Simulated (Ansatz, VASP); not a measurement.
**Tl in VASP and in Ansatz**

```
CELL_PARAMETERS angstrom
0.00000 3.84667 3.84667
3.84667 0.00000 3.84667
3.84667 3.84667 0.00000
ATOMIC_POSITIONS crystal
Tl 0.62500 0.62500 0.62500
Tl 0.62500 0.62500 0.12500
Tl 0.62500 0.12500 0.62500
Tl 0.12500 0.62500 0.62500
```

Alike in both runs: task relaxation of cell and atoms; functional PBE; k mesh 4 × 4 × 4; occupations gaussian, width 0.1 eV; no spin polarisation.

|  | VASP | Ansatz |
| --- | --- | --- |
| version | VASP 6.6.1 | Ansatz 0.2.0 |
| potentials or method | VASP PAW PBE potentials, release 64 (Tl_d), cutoff 600 eV | scalar-relativistic, plane waves, PAW |
| valence electrons in the cell | 52 | 52 |

|  | VASP | Ansatz | Ansatz less VASP |
| --- | --- | --- | --- |
| gap on the k mesh at the Fermi level, each at its own relaxed structure (eV) | none | none | - |
| relaxed volume (Å³/atom) | 51.47 | 50.52 | -0.946 |
| relaxed length of the cell vector where the two differ most in proportion (Å) | 6.628 | 6.587 | -0.0409 |

A gap of «none» marks a metal or a gap that the smearing closes.

Neither program's run includes spin-orbit coupling. Noted on VASP's run: the volume moved by over 15 % at a fixed basis, so the end points are rough.
